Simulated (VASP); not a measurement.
Input of a VASP 6.6.1 run:

File INCAR:

```
SYSTEM = Be2TeI
ALGO = Normal ; EDIFF = 1E-7
ENCUT = 520 ; GGA = PE
ISIF = 2 ; ISMEAR = 0
LASPH = .TRUE. ; LCHARG = .FALSE.
LREAL = .FALSE. ; LWAVE = .FALSE.
NBANDS = 16 ; NELM = 60
PREC = Accurate ; SIGMA = 0.1
```

File KPOINTS:

```
k-points
0
G
  12 12 8
  0 0 0
```

File POSCAR:

```
Be2TeI
1.0
    3.8418959878      0.0000000000      0.0000000000
   -1.9209479939      3.3271795241      0.0000000000
    0.0000000000      0.0000000000      6.5370293228
Be Te I
2 1 1
Direct
    0.6666666667      0.3333333333      0.2111758858
    0.6666666667      0.3333333333      0.7888241142
    0.0000000000      0.0000000000      0.0000000000
    0.3333333333      0.6666666667      0.5000000000
```

Potentials or basis: VASP PAW PBE potentials, release 64 (Be, Te, I).

Command:

```sh
$ cat potpaw_PBE.64/Be/POTCAR potpaw_PBE.64/Te/POTCAR potpaw_PBE.64/I/POTCAR > POTCAR
$ mpirun -np 1 vasp_std > vasp.out
```

**Question.** Predict the largest force.

**Answer.** 0.005 eV/Å.

**Question.** Estimate the pressure.

**Answer.** 0.1 GPa.

**Question.** Estimate the band gap on the k mesh.

**Answer.** Zero (an odd number of electrons rules out a gap without spin polarisation).

Forces in eV/Å, atoms in the order of the input:
```
Be   0.000  0.000  0.005
Be   0.000  0.000 -0.005
Te   0.000  0.000  0.000
I    0.000  0.000  0.000
```

Caveat: spin-orbit coupling is left out, which moves the levels of the heavy elements; an odd number of electrons without spin polarisation forces a metal; a magnetic or distorted state may lie lower.
